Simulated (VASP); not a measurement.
Write the native input for VASP 6.6.1 that does the following.

```
Task                   : single point
Functional             : PBE
Potentials or basis    : VASP PAW PBE potentials, release 64 (Ga_d, Ru_pv, Ir)
Cutoff                 : 520 eV
k mesh                 : 4 × 4 × 4
Occupations            : gaussian, width 0.1 eV
Spin                   : no spin polarisation
Dipole correction      : no
Further INCAR settings : ALGO = Normal; EDIFF = 1e-06; NBANDS = 40
```

The structure of GaIr4Ru lies in POSCAR:

```
GaIr4Ru
1.0
    0.0000000000      3.6315217485      3.6315217485
    3.6315217485      0.0000000000      3.6315217485
    3.6315217485      3.6315217485      0.0000000000
Ga Ru Ir
1 1 4
Direct
    0.7500000000      0.7500000000      0.7500000000
    0.0000000000      0.0000000000      0.0000000000
    0.8756046606      0.3747984465      0.3747984465
    0.3747984465      0.3747984465      0.3747984465
    0.3747984465      0.8756046606      0.3747984465
    0.3747984465      0.3747984465      0.8756046606
```

These files were run (other wordings do the same):

INCAR

```
SYSTEM = GaIr4Ru
ALGO = Normal
EDIFF = 1E-6
ENCUT = 520
GGA = PE
ISIF = 2
ISMEAR = 0
LASPH = .TRUE.
LCHARG = .FALSE.
LREAL = .FALSE.
LWAVE = .FALSE.
NBANDS = 40
NELM = 80
PREC = Accurate
SIGMA = 0.1
```

KPOINTS

```
k-points
0
G
  4 4 4
  0 0 0
```

Potentials or basis: VASP PAW PBE potentials, release 64 (Ga_d, Ru_pv, Ir).

Launch:

```bash
$ cat potpaw_PBE.64/Ga_d/POTCAR potpaw_PBE.64/Ru_pv/POTCAR potpaw_PBE.64/Ir/POTCAR > POTCAR
$ mpirun -np 1 vasp_std > vasp.out
```

Results of the run:

* Pressure: 0.4 GPa
* Largest force: 0.007 eV/Å

Caveat: the k points lie up to 0.37 Å⁻¹ apart.

Wall time 32 s on 1 thread of AMD EPYC 9R14 (Zen 4), on a shared host, peak memory 0.22 GiB.
